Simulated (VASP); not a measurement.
# SnO2 (R3m) in VASP: further runs

SnO2 is run at these levels: LDA; tasks: single point.

Program: VASP 6.6.1. These are calculated values, not measurements. Logs are shortened: lines on timing, memory, paths and dates and some standing lists are left out, and cuts for length are marked.

## Step 1: The cell of the first run

The typed cell holds 12 atoms: a = 5.514 Å, b = 5.514 Å, c = 5.514 Å, α = 71.09°, β = 71.09°, γ = 71.09°.

## Step 2: Single point, LDA

Contents of INCAR:

```
SYSTEM = SnO2
ALGO = Normal ; EDIFF = 1E-6
ENCUT = 600 ; GGA_COMPAT = .FALSE.
ISIF = 2 ; ISMEAR = 0
LASPH = .TRUE. ; LCHARG = .TRUE.
LELF = .TRUE. ; LREAL = .FALSE.
LVHAR = .TRUE. ; LWAVE = .FALSE.
NBANDS = 64 ; NELM = 120
PREC = Accurate ; SIGMA = 0.1
```

Contents of KPOINTS:

```
k-points
0
G
  6 6 6
  0 0 0
```

Contents of POSCAR:

```
SnO2
1.0
    3.2053561353      1.8506132276      4.0868653298
   -3.2053561353      1.8506132276      4.0868653298
    0.0000000000     -3.7012264551      4.0868653298
Sn O
4 8
Direct
    0.8645353782      0.8645353782      0.8645353782
    0.3648691645      0.3648691645      0.8648751974
    0.3648691645      0.8648751974      0.3648691645
    0.8648751974      0.3648691645      0.3648691645
    0.1199116729      0.6196051221      0.6196051221
    0.6196051221      0.1199116729      0.6196051221
    0.6196051221      0.6196051221      0.1199116729
    0.6099370359      0.6099370359      0.6099370359
    0.1198492242      0.1198492242      0.1198492242
    0.1096932183      0.1096932183      0.6100024814
    0.1096932183      0.6100024814      0.1096932183
    0.6100024814      0.1096932183      0.1096932183
```

Potentials or basis: VASP PAW LDA potentials, release 64 (Sn_d, O).

On the command line:

```bash
$ cat potpaw_LDA.64/Sn_d/POTCAR potpaw_LDA.64/O/POTCAR > POTCAR
$ mpirun -np 1 vasp_std > vasp.out
```

OUTCAR:

```text
SYSTEM = SnO2
   EDIFF = 1E-6
   ENCUT = 600
   ISIF = 2
   ISMEAR = 0
   LASPH = .TRUE.
   LREAL = .FALSE.
   NELM = 120
   PREC = Accurate

 ion  position               nearest neighbor table
   1  0.865  0.865  0.865-   5 2.09   6 2.09   7 2.09  11 2.09  12 2.09  10 2.09   2 3.21   2 3.21
                             3 3.21   4 3.21   3 3.21   4 3.21
   2  0.365  0.365  0.865-  11 2.09  12 2.09   9 2.09   8 2.09   5 2.09   6 2.09   3 3.21   4 3.21
                             1 3.21   1 3.21   4 3.21   3 3.21
   3  0.365  0.865  0.365-  10 2.09  12 2.09   9 2.09   8 2.09   7 2.09   5 2.09   4 3.21   2 3.21
                             1 3.21   1 3.21   4 3.21   2 3.21
   4  0.865  0.365  0.365-  10 2.09  11 2.09   9 2.09   8 2.09   7 2.09   6 2.09   3 3.21   2 3.21
                             1 3.21   1 3.21   3 3.21   2 3.21
   5  0.120  0.620  0.620-   1 2.09   2 2.09   3 2.09
   6  0.620  0.120  0.620-   1 2.09   2 2.09   4 2.09
   7  0.620  0.620  0.120-   1 2.09   3 2.09   4 2.09
   8  0.610  0.610  0.610-   3 2.09   4 2.09   2 2.09
   9  0.120  0.120  0.120-   3 2.09   4 2.09   2 2.09
  10  0.110  0.110  0.610-   3 2.09   4 2.09   1 2.09
  11  0.110  0.610  0.110-   2 2.09   4 2.09   1 2.09
  12  0.610  0.110  0.110-   2 2.09   3 2.09   1 2.09

  LATTYP: Found a trigonal (rhomboedric) cell.
 ALAT       =     5.5137596517
 COS(alpha) =     0.3240930495

  Lattice vectors:

 A1 = (   3.2053561353,   1.8506132276,   4.0868653298)
 A2 = (  -3.2053561353,   1.8506132276,   4.0868653298)
 A3 = (   0.0000000000,  -3.7012264551,   4.0868653298)

Analysis of symmetry for initial positions (statically):
=====================================================================
 Subroutine PRICEL returns:
 Original cell was already a primitive cell.

 Routine SETGRP: Setting up the symmetry group for a
 trigonal (rhombohedral) supercell.

 Subroutine GETGRP returns: Found  6 space group operations
 (whereof  6 operations were pure point group operations)
 out of a pool of 12 trial point group operations.

The static configuration has the point symmetry C_3v.

Analysis of symmetry for dynamics (positions and initial velocities):
=====================================================================
 Subroutine PRICEL returns:
 Original cell was already a primitive cell.

 Routine SETGRP: Setting up the symmetry group for a
 trigonal (rhombohedral) supercell.

 Subroutine GETGRP returns: Found  6 space group operations
 (whereof  6 operations were pure point group operations)
 out of a pool of 12 trial point group operations.

The dynamic configuration has the point symmetry C_3v.

 Subroutine INISYM returns: Found  6 space group operations
 (whereof  6 operations are pure point group operations),
 and found     1 'primitive' translations

----------------------------------------------------------------------------------------

                                     Primitive cell

  volume of cell :     145.4566

  direct lattice vectors                    reciprocal lattice vectors
     3.205356135  1.850613228  4.086865330     0.155988907  0.090060237  0.081562104
    -3.205356135  1.850613228  4.086865330    -0.155988907  0.090060237  0.081562104
     0.000000000 -3.701226455  4.086865330     0.000000000 -0.180120475  0.081562104

  length of vectors
     5.513759652  5.513759652  5.513759652     0.197726483  0.197726483  0.197726483

  position of ions in fractional coordinates (direct lattice)
     0.864535378  0.864535378  0.864535378
     0.364869164  0.364869164  0.864875197
     0.364869164  0.864875197  0.364869164
     0.864875197  0.364869164  0.364869164
     0.119911673  0.619605122  0.619605122
     0.619605122  0.119911673  0.619605122
     0.619605122  0.619605122  0.119911673
     0.609937036  0.609937036  0.609937036
     0.119849224  0.119849224  0.119849224
     0.109693218  0.109693218  0.610002481
     0.109693218  0.610002481  0.109693218
     0.610002481  0.109693218  0.109693218

  ion indices of the primitive-cell ions
   primitive index   ion index
                 1           1
                 2           2
                 3           3
                 4           4
                 5           5
                 6           6
                 7           7
                 8           8
                 9           9
                10          10
                11          11
                12          12

----------------------------------------------------------------------------------------

 KPOINTS: k-points

Automatic generation of k-mesh.
 Grid dimensions read from file:
 generate k-points for:    6    6    6

 Generating k-lattice:

  Cartesian coordinates                     Fractional coordinates (reciprocal lattice)
     0.025998151  0.015010040  0.013593684     0.166666667  0.000000000  0.000000000
    -0.025998151  0.015010040  0.013593684     0.000000000  0.166666667  0.000000000
     0.000000000 -0.030020079  0.013593684     0.000000000  0.000000000  0.166666667

  Length of vectors
     0.032954414  0.032954414  0.032954414

  Shift w.r.t. Gamma in fractional coordinates (k-lattice)
     0.000000000  0.000000000  0.000000000

 Subroutine IBZKPT returns following result:
 ===========================================

 Found     32 irreducible k-points:

 Following reciprocal coordinates:
            Coordinates               Weight
  0.000000  0.000000  0.000000      1.000000
  0.166667  0.000000  0.000000      6.000000
  0.333333  0.000000  0.000000      6.000000
  0.500000  0.000000  0.000000      3.000000
  0.166667  0.166667  0.000000      6.000000
  0.333333  0.166667  0.000000     12.000000
[... 16 lines left out ...]
  0.500000  0.500000  0.166667      6.000000
 -0.333333  0.500000  0.166667     12.000000
 [... further k-points ...]
   k-points           NKPTS =     32   k-points in BZ     NKDIM =     32   number of bands    NBANDS=     64
   number of dos      NEDOS =    301   number of ions     NIONS =     12
   total plane-waves  NPLWV = 110592
   dimension x,y,z NGX =    48 NGY =   48 NGZ =   48
   dimension x,y,z NGXF=    96 NGYF=   96 NGZF=   96
   ions per type =               4   8
   NGX,Y,Z   is equivalent  to a cutoff of  14.47, 14.47, 14.47 a.u.
   NGXF,Y,Z  is equivalent  to a cutoff of  28.95, 28.95, 28.95 a.u.
 SYSTEM =  SnO2
   PREC   = accura    normal or accurate (medium, high low for compatibility)
   ISTART =      0    job   : 0-new  1-cont  2-samecut
   ICHARG =      2    charge: 1-file 2-atom 10-const
   ISPIN  =      1    spin polarized calculation?
   LNONCOLLINEAR =      F non collinear calculations
   LSORBIT =      F    spin-orbit coupling
   LASPH  =      T    aspherical Exc in radial PAW
   ENCUT  =  600.0 eV  44.10 Ry    6.64 a.u.  11.01 11.01 11.01*2*pi/ulx,y,z
   NELM   =    120;   NELMIN=  2; NELMDL= -5     # of ELM steps
   EDIFF  = 0.1E-05   stopping-criterion for ELM
   LREAL  =      F    real-space projection
   EDIFFG = 0.1E-04   stopping-criterion for IOM
   NSW    =      0    number of steps for IOM
   IBRION =     -1    ionic relax: 0-MD 1-quasi-New 2-CG
   NFREE  =      0    steps in history (QN), initial steepest desc. (CG)
   ISIF   =      2    stress and relaxation
   ISYM   =      2    0-nonsym 1-usesym 2-fastsym
   POTIM  = 0.5000    time-step for ionic-motion
   TEBEG  =    0.0;   TEEND  =   0.0 temperature during run
   PSTRESS=    0.0 pullay stress
   NELECT =     104.0000    total number of electrons
   NUPDOWN=      -1.0000    fix difference up-down
   EMIN   =  10.00;   EMAX   =-10.00  energy-range for DOS
   EFERMI =   0.00;   METHOD = LEGACY
   ISMEAR =     0;   SIGMA  =   0.10  broadening in eV -4-tet -1-fermi 0-gaus
   EFERMI_NEDOS =   21; number of points for ismear=-14 and -15
   IALGO  =     38    algorithm
   IMIX   =      4    mixing-type and parameters
     AMIX     =   0.40;   BMIX     =  1.00
     AMIX_MAG =   1.60;   BMIX_MAG =  1.00
  volume/ion in A,a.u.               =      12.12        81.80
  Fermi-wavevector in a.u.,A,eV,Ry     =   1.463889  2.766349 29.156884  2.142971
  Thomas-Fermi vector in A             =   2.579930
   LORBIT       =      0    0 simple, 1 ext, 2 COOP (PROOUT), +10 PAW based schemes
   GGA     = CA    functional components
   LHFCALC =     F    Hartree Fock is set to
   AEXX    =    0.0000 exact exchange contribution
   IVDW    =     0    specifies the selected vdW correction
   LEPSILON=     F    determine dielectric tensor
   LRPA    =     F    only Hartree local field effects (RPA)
 non-spin polarized calculation
 Gauss-broadening in eV      SIGMA  =   0.10
  energy-cutoff  :      600.00
  volume of cell :      145.46
 maximum number of plane-waves:      4879
 NGX is ok and might be reduce to    48
   NGX = 21   NGY = 21   NGZ = 21

 number of electron     103.9999999 magnetization

 Free energy of the ion-electron system (eV)
  ---------------------------------------------------
  ext. energy  EPLUGINS =         0.00000000
  ---------------------------------------------------
  free energy    TOTEN  =       -82.25834044 eV

  energy without entropy =      -82.25834044  energy(sigma->0) =      -82.25834044

 E-fermi :   5.9208     XC(G=0): -11.6851

 val. band max:        5.4966016793   @ k =   0.0000   0.0000   0.0000
 cond. band min:       7.0881893093   @ k =   0.0000   0.0000   0.0000
 fundamental gap:      1.5915876300
 Fermi energy:         5.9208366770

 k-point     1 :       0.0000    0.0000    0.0000
  band No.  band energies     occupation
      1     -15.3615      2.00000
      2     -15.3614      2.00000
      3     -15.3614      2.00000
      4     -14.7805      2.00000
      5     -14.4654      2.00000
      6     -14.4654      2.00000
[... 1597 lines left out ...]
     63      15.0735      0.00000
     64      15.2445      0.00000

 [... further k-points ...]

------------------------ aborting loop because EDIFF is reached ----------------------------------------

  FORCE on cell =-STRESS in cart. coord.  units (eV):
  Direction    XX          YY          ZZ          XY          YZ          ZX
  --------------------------------------------------------------------------------------
  -------------------------------------------------------------------------------------
  Total        1.4139304      1.4139304      0.3038614      0.0000000      0.0000000      0.0000000
  in kB       15.5741761     15.5741761      3.3469756      0.0000000      0.0000000      0.0000000
  external PRESSURE =      11.4984426 kB  Pullay stress =       0.0000000 kB

 VOLUME and BASIS-vectors are now :
 -----------------------------------------------------------------------------
  energy-cutoff  :      600.00
  volume of cell :      145.46
      direct lattice vectors                 reciprocal lattice vectors
     3.205356135  1.850613228  4.086865330     0.155988907  0.090060237  0.081562104
    -3.205356135  1.850613228  4.086865330    -0.155988907  0.090060237  0.081562104
     0.000000000 -3.701226455  4.086865330     0.000000000 -0.180120475  0.081562104

 POSITION                                       TOTAL-FORCE (eV/Angst)
 -----------------------------------------------------------------------------------
      0.00000      0.00000     10.59972         0.000000      0.000000      0.003684
      0.00000     -1.85064      6.51697         0.000000     -0.001791     -0.001265
     -1.60270      0.92532      6.51697        -0.001551      0.000896     -0.001265
      1.60270      0.92532      6.51697         0.001551      0.000896     -0.001265
     -1.60170     -0.92474      5.55455         0.000117      0.000068     -0.088398
      1.60170     -0.92474      5.55455        -0.000117      0.000068     -0.088398
      0.00000      1.84948      5.55455         0.000000     -0.000136     -0.088398
      0.00000      0.00000      7.47819         0.000000      0.000000      0.088386
      0.00000      0.00000      1.46942         0.000000     -0.000000     -0.088393
      0.00000     -1.85176      3.38960         0.000000      0.000032      0.088437
     -1.60367      0.92588      3.38960         0.000027     -0.000016      0.088437
      1.60367      0.92588      3.38960        -0.000027     -0.000016      0.088437
 -----------------------------------------------------------------------------------
    total drift:                                0.000000     -0.000000      0.000183

  FREE ENERGIE OF THE ION-ELECTRON SYSTEM (eV)
  ---------------------------------------------------
  free  energy   TOTEN  =       -82.2583404444 eV

  energy  without entropy=      -82.2583404444  energy(sigma->0) =      -82.25834044
```

Run time: 3.9 min. Hardware: 1 thread of Intel Xeon 6975P-C (Granite Rapids), shared host; peak memory 0.41 GiB.

What came out:

```
Free energy            : -82.2583 eV
Pressure               : 1.1 GPa
Largest force          : 0.088 eV/Å
Band gap on the k mesh : 1.59 eV
```

Forces in eV/Å, atoms in the order of the input:
```
Sn   0.000  0.000  0.004
Sn   0.000 -0.002 -0.001
Sn  -0.002  0.001 -0.001
Sn   0.002  0.001 -0.001
O    0.000  0.000 -0.088
O    0.000  0.000 -0.088
O    0.000  0.000 -0.088
O    0.000  0.000  0.088
O    0.000  0.000 -0.088
O    0.000  0.000  0.088
O    0.000  0.000  0.088
O    0.000  0.000  0.088
```

Stress tensor (GPa, compression positive):
```
1.56 0.00 0.00
0.00 1.56 0.00
0.00 0.00 0.33
```

Caveat: spin-orbit coupling is left out, which moves the levels of the heavy elements.

(Part 1 of 2 ends here.)
